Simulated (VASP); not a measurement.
# Ru (P6_3/mmc) in VASP: notebook, part 2 of 2

VASP 6.6.1. Earlier steps stand in the parts before.

### 4 Single point, PBEsol (strain +0.015 along x and y, +0.015 along z)

Input file INCAR:

```
SYSTEM = Ru
PREC = Accurate
ENCUT = 520
EDIFF = 1E-6
ISMEAR = 0
SIGMA = 0.15
LREAL = .FALSE.
LASPH = .TRUE.
NELM = 100
ALGO = Fast
ISIF = 2
LWAVE = .FALSE.
LCHARG = .FALSE.
GGA = PS
NBANDS = 21
```

Input file KPOINTS:

```
regular mesh
0
G
  24 24 12
  0 0 0
```

Input file POSCAR:

```
Ru
1.0
    2.7463863242      0.0000000000      0.0000000000
   -1.3731931621      2.3784403254      0.0000000000
    0.0000000000      0.0000000000      4.3461285000
Ru
2
Direct
    0.3333333333      0.6666666667      0.2500000000
    0.6666666667      0.3333333333      0.7500000000
```

Potentials or basis: VASP PAW PBE potentials, release 64 (Ru_pv).

Run with:

```console
$ cat potpaw_PBE.64/Ru_pv/POTCAR > POTCAR
$ mpirun -np 1 vasp_std > vasp.out
```

OUTCAR:

```text
SYSTEM = Ru
   PREC = Accurate
   ENCUT = 520
   EDIFF = 1E-6
   ISMEAR = 0
   LREAL = .FALSE.
   LASPH = .TRUE.
   NELM = 100
   ISIF = 2
   GGA = PS

 ion  position               nearest neighbor table
   1  0.333  0.667  0.250-   2 2.69   2 2.69   2 2.69   2 2.69   2 2.69   2 2.69
   2  0.667  0.333  0.750-   1 2.69   1 2.69   1 2.69   1 2.69   1 2.69   1 2.69

  LATTYP: Found a hexagonal cell.
 ALAT       =     2.7463863242
 C/A-ratio  =     1.5824898565

  Lattice vectors:

 A1 = (   2.7463863242,   0.0000000000,   0.0000000000)
 A2 = (  -1.3731931621,   2.3784403254,   0.0000000000)
[... 192 lines left out ...]
      5     -30.5807      2.00000
      6     -30.5468      2.00000
[... 565 lines left out ...]
     20      23.3775      0.00000
     21      24.3688      0.00000

 [... further k-points ...]
[... 5 lines left out ...]
  --------------------------------------------------------------------------------------
  -------------------------------------------------------------------------------------
  Total       -3.2345037     -3.2345037     -3.6483575     -0.0000000      0.0000000      0.0000000
  in kB     -182.5415725   -182.5415725   -205.8977120     -0.0000000      0.0000000      0.0000000
  external PRESSURE =    -190.3269523 kB  Pullay stress =       0.0000000 kB

 VOLUME and BASIS-vectors are now :
 -----------------------------------------------------------------------------
  energy-cutoff  :      520.00
  volume of cell :       28.39
      direct lattice vectors                 reciprocal lattice vectors
     2.746386324  0.000000000  0.000000000     0.364114834  0.210221797  0.000000000
    -1.373193162  2.378440325  0.000000000     0.000000000  0.420443595  0.000000000
     0.000000000  0.000000000  4.346128500     0.000000000  0.000000000  0.230089837

 POSITION                                       TOTAL-FORCE (eV/Angst)
 -----------------------------------------------------------------------------------
     -0.00000      1.58563      1.08653         0.000000      0.000000      0.000000
      1.37319      0.79281      3.25960        -0.000000      0.000000      0.000000
 -----------------------------------------------------------------------------------
    total drift:                                0.000000     -0.000000      0.000000

  FREE ENERGIE OF THE ION-ELECTRON SYSTEM (eV)
  ---------------------------------------------------
  free  energy   TOTEN  =       -20.2407634007 eV

  energy  without entropy=      -20.2197886987  energy(sigma->0) =      -20.23027605
```

OSZICAR:

```text
N       E                     dE             d eps       ncg     rms          rms(c)
DAV:   1     0.284003769210E+03    0.28400E+03   -0.17536E+04 17958   0.147E+03
DAV:   2    -0.160984185798E+02   -0.30010E+03   -0.29111E+03 18414   0.441E+02
DAV:   3    -0.218721289581E+02   -0.57737E+01   -0.57364E+01 21019   0.684E+01
DAV:   4    -0.219154808207E+02   -0.43352E-01   -0.43301E-01 22702   0.563E+00
DAV:   5    -0.219160308875E+02   -0.55007E-03   -0.54719E-03 20546   0.561E-01    0.174E+01
RMM:   6    -0.203327255083E+02    0.15833E+01   -0.35715E+00 18306   0.155E+01    0.383E+00
RMM:   7    -0.202498835829E+02    0.82842E-01   -0.37598E-01 19745   0.440E+00    0.784E-01
RMM:   8    -0.202422889125E+02    0.75947E-02   -0.21957E-02 20337   0.142E+00    0.427E-01
RMM:   9    -0.202407244708E+02    0.15644E-02   -0.29364E-03 20626   0.478E-01    0.572E-02
RMM:  10    -0.202407592015E+02   -0.34731E-04   -0.45838E-04 21219   0.194E-01    0.164E-02
RMM:  11    -0.202407639051E+02   -0.47037E-05   -0.73282E-05 22598   0.528E-02    0.797E-03
RMM:  12    -0.202407636873E+02    0.21787E-06   -0.10292E-05 19731   0.197E-02    0.471E-03
RMM:  13    -0.202407634007E+02    0.28655E-06   -0.16903E-06 14945   0.919E-03
   1 F= -.20240763E+02 E0= -.20230276E+02  d E =-.209747E-01
```

Wall time 2.5 min (1 thread of Intel Xeon Platinum 8259CL at 2.50GHz (Skylake/Cascade Lake), shared host); peak memory 0.29 GiB.

Results:

| Property | Result |
| --- | --- |
| Free energy | -20.2408 eV |
| Pressure | -19.0 GPa |
| Band gap on the k mesh | zero (band 14 reaches 13.40 eV, above the bottom of band 15 at 10.43 eV) |

Levels at points of the mesh, in eV from the Fermi level:
```csv
k point,band 10,band 11,band 12,band 13,band 14,band 15,band 16,band 17,band 18,band 19
"(0.00, 0.00, 0.00)",-2.45,-2.29,-1.81,-1.81,-1.31,-1.31,1.10,1.10,1.18,9.71
"(0.50, 0.00, 0.00)",-2.84,-1.98,-1.76,-1.46,1.32,1.71,1.78,3.81,5.76,10.60
"(0.00, 0.00, 0.50)",-2.61,-2.60,-2.60,-2.60,-2.60,0.50,0.50,0.50,0.50,10.32
"(0.50, 0.00, 0.50)",-4.27,-1.00,-1.00,0.39,0.39,1.56,1.56,3.19,3.19,9.96
```

Caveat: the cell differs from its parent crystal (strain +0.015 along x and y, +0.015 along z); the PAW data sets were made with another functional, which shifts forces and pressure a little.

### 5 Single point, PBEsol (strain +0.030 along x and y, +0.000 along z)

Changes to INCAR since step 4:

```diff
@@ -3,3 +3,3 @@
 ENCUT = 520
-EDIFF = 1E-6
+EDIFF = 1E-7
 ISMEAR = 0
@@ -8,3 +8,3 @@
 LASPH = .TRUE.
-NELM = 100
+NELM = 60
 ALGO = Fast
```

KPOINTS is that of step 4.

Input file POSCAR:

```
Ru
1.0
    2.7869733142      0.0000000000      0.0000000000
   -1.3934866571      2.4135896898      0.0000000000
    0.0000000000      0.0000000000      4.2819000000
Ru
2
Direct
    0.3333333333      0.6666666667      0.2500000000
    0.6666666667      0.3333333333      0.7500000000
```

Run with:

```console
$ cat potpaw_PBE.64/Ru_pv/POTCAR > POTCAR
$ mpirun -np 1 vasp_std > vasp.out
```

It took 3.1 min on 1 thread of Intel Xeon Platinum 8259CL at 2.50GHz (Skylake/Cascade Lake), shared host; peak memory 0.31 GiB.

The run converged. Its results:

```yaml
Free_energy: -20.1770 eV
Pressure: -22.0 GPa
Band_gap_on_the_k_mesh: zero (band 14 reaches 12.99 eV, above the bottom of band 15 at 10.06 eV)
```

Stress tensor (GPa, compression positive):
```
-24.79   0.00   0.00
  0.00 -24.79   0.00
  0.00   0.00 -16.45
```

Levels at points of the mesh, in eV from the Fermi level:
```tsv
k point	band 11	band 12	band 13	band 14	band 15	band 16	band 17	band 18
(0.00, 0.00, 0.00)	-1.98	-1.74	-1.74	-1.49	-1.49	1.08	1.08	1.50
(0.50, 0.00, 0.00)	-1.83	-1.78	-1.28	1.12	1.56	1.85	3.66	5.56
(0.00, 0.00, 0.50)	-2.65	-2.65	-2.41	-2.41	0.51	0.51	0.51	0.51
(0.50, 0.00, 0.50)	-1.08	-1.08	0.37	0.37	1.39	1.39	3.11	3.11
```

Caveat: the cell differs from its parent crystal (strain +0.030 along x and y, +0.000 along z); the PAW data sets were made with another functional, which shifts forces and pressure a little.

### 6 Summary

```tsv
cell	further INCAR settings	gap on the mesh (eV)	pressure (GPa)
a = 2.746, b = 2.746, c = 4.282 Å, angles 90.0, 90.0, 120.0°, 2 atoms	ALGO = Fast; EDIFF = 1e-06; NBANDS = 21	none	-14.9
a = 2.787, b = 2.787, c = 4.218 Å, angles 90.0, 90.0, 120.0°, 2 atoms	ALGO = Fast; EDIFF = 1e-06; NBANDS = 21	none	-17.8
a = 2.746, b = 2.746, c = 4.346 Å, angles 90.0, 90.0, 120.0°, 2 atoms	ALGO = Fast; EDIFF = 1e-06; NBANDS = 21	none	-19.0
a = 2.787, b = 2.787, c = 4.282 Å, angles 90.0, 90.0, 120.0°, 2 atoms	ALGO = Fast; EDIFF = 1e-07; NBANDS = 21	none	-22.0
```

Alike in all rows: task single point; level PBEsol; potentials or basis VASP PAW PBE potentials, release 64 (Ru_pv); no spin polarisation; k mesh 24 × 24 × 12; cutoff (eV) 520; smearing gaussian 0.15 eV.

Caveats: the PAW data sets were made with another functional, which shifts forces and pressure a little.

Total energies depend on the potentials used, so only differences within one code and one set of settings carry meaning.
